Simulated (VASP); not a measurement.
**Na: single point with PBE**

The system is Na.

```
Na
1.0
    -7.55316    0.00000    5.27455
     7.55316    0.00000    5.27455
     0.00000    7.55316   -5.27455
Na
16
Direct
  0.98670 0.01091 0.00758
  0.72653 0.00768 0.24265
  0.52082 0.00911 0.47168
  0.25595 0.00161 0.77137
  0.70740 0.25534 0.95270
  0.51870 0.28993 0.26840
  0.25776 0.26561 0.53140
  0.00456 0.30570 0.79289
  0.49332 0.56285 0.06322
  0.27216 0.53598 0.28152
  0.02066 0.49414 0.47740
  0.25480 0.78324 0.01204
  0.02111 0.74431 0.25119
  0.71525 0.51265 0.76090
  0.79751 0.76858 0.53844
  0.53928 0.78794 0.77307
```

This cell differs from its parent crystal: dynamics (nvt langevin) at 200 K, volume x 1.0, from the last frame before.

* Program: VASP 6.6.1
* Task: single point
* Functional: PBE
* Potentials or basis: VASP PAW PBE potentials, release 64 (Na_pv)
* Cutoff: 520 eV
* k mesh: 2 × 2 × 2, shifted
* Occupations: fermi-dirac, width 0.05 eV
* Spin: no spin polarisation
* Dipole correction: no
* Further INCAR settings: LREAL = Auto; ALGO = Normal; EDIFF = 1e-06; NBANDS = 70

| Property | Result |
| --- | --- |
| Pressure | 0.2 GPa |
| Largest force | 0.322 eV/Å |
| Band gap on the k mesh | zero (bands 56 and 57 overlap by 0.54 eV) |

Forces in eV/Å, atoms in the order of the input:
```
Na  -0.015  0.171  0.140
Na  -0.115  0.070  0.252
Na   0.088  0.179 -0.133
Na   0.084 -0.072  0.100
Na  -0.051  0.222 -0.041
Na  -0.009 -0.020 -0.058
Na  -0.036 -0.036 -0.089
Na  -0.124 -0.111  0.002
Na  -0.236 -0.206  0.074
Na  -0.081 -0.001 -0.091
Na   0.103  0.102 -0.131
Na   0.071 -0.128 -0.038
Na   0.185  0.022 -0.021
Na  -0.089 -0.004  0.133
Na   0.099 -0.064  0.054
Na   0.127 -0.127 -0.155
```

Stress tensor (GPa, compression positive):
```
 0.15 -0.03 -0.09
-0.03  0.07 -0.04
-0.09 -0.04  0.32
```

Levels at points of the mesh, in eV from the Fermi level:
```tsv
k point	band 54	band 55	band 56	band 57	band 58	band 59	band 60	band 61	band 62	band 63
(0.25, 0.25, 0.25)	0.42	0.46	0.47	0.49	0.52	0.54	0.58	0.59	0.63	0.64
```

Wall time 7 min on 1 thread of AMD EPYC 7R43 64-Core Processor (Zen 3), on a shared host, peak memory 0.62 GiB.

Caveat: the k points lie up to 0.42 Å⁻¹ apart, too coarse for converged energies and pressures of a metal; the atoms stand as in a frame of molecular dynamics.
